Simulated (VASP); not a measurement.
Crystal: TaPb.

```
Ta Pb
1.0
     3.56985    0.00000    0.00000
     0.00000    3.56985    0.00000
     0.00000    0.00000    7.27748
Ta Pb
2 2
Direct
  0.00000 0.50000 0.08855
  0.50000 0.00000 0.91145
  0.00000 0.50000 0.66517
  0.50000 0.00000 0.33483
```

```yaml
Program: VASP 6.6.1
Task: relaxation of cell and atoms
Functional: PBE
Potentials_or_basis: VASP PAW PBE potentials, release 64 (Ta_pv, Pb_d)
Cutoff: 600 eV
k_mesh: 6 × 6 × 4
Occupations: gaussian, width 0.1 eV
Spin: no spin polarisation
```

At the start: pressure 1.5 GPa; volume 23.19 Å³/atom.

Q: How do energy, volume and symmetry change on relaxing?

A: Over 16 steps the energy falls by 41.1 meV/atom and the volume is 25.11 Å³/atom (+8.3 %); space group P4/nmm (No. 129, to 0.05 Å).

The path:
```tsv
step	energy change (eV)	largest force (eV/Å)	pressure (GPa)	volume (Å³)
1	0.0000	0.0339	1.49	92.74
2	-0.0375	0.3812	-1.40	95.65
3	-0.0375	0.3968	-1.49	95.74
4	-0.0693	0.4517	-0.60	95.54
5	-0.0819	0.4627	0.26	95.33
6	-0.0827	0.4604	0.55	95.25
7	-0.1079	0.3072	0.77	95.93
8	-0.1257	0.2726	1.08	96.79
9	-0.1208	0.5911	1.67	98.51
10	-0.1306	0.3456	1.38	97.52
11	-0.1446	0.2596	-0.55	100.28
12	-0.1446	0.2597	-0.55	100.27
13	-0.1552	0.1759	-0.37	100.33
14	-0.1630	0.0834	-0.07	100.41
15	-0.1634	0.0737	0.00	100.43
16	-0.1644	0.0226	0.14	100.45
```

Final structure:
```
CELL_PARAMETERS angstrom
3.50262 0.00000 0.00000
0.00000 3.50262 0.00000
0.00000 0.00000 8.18796
ATOMIC_POSITIONS crystal
Ta 0.00000 0.50000 0.07703
Ta 0.50000 0.00000 0.92297
Pb 0.00000 0.50000 0.68526
Pb 0.50000 0.00000 0.31474
```
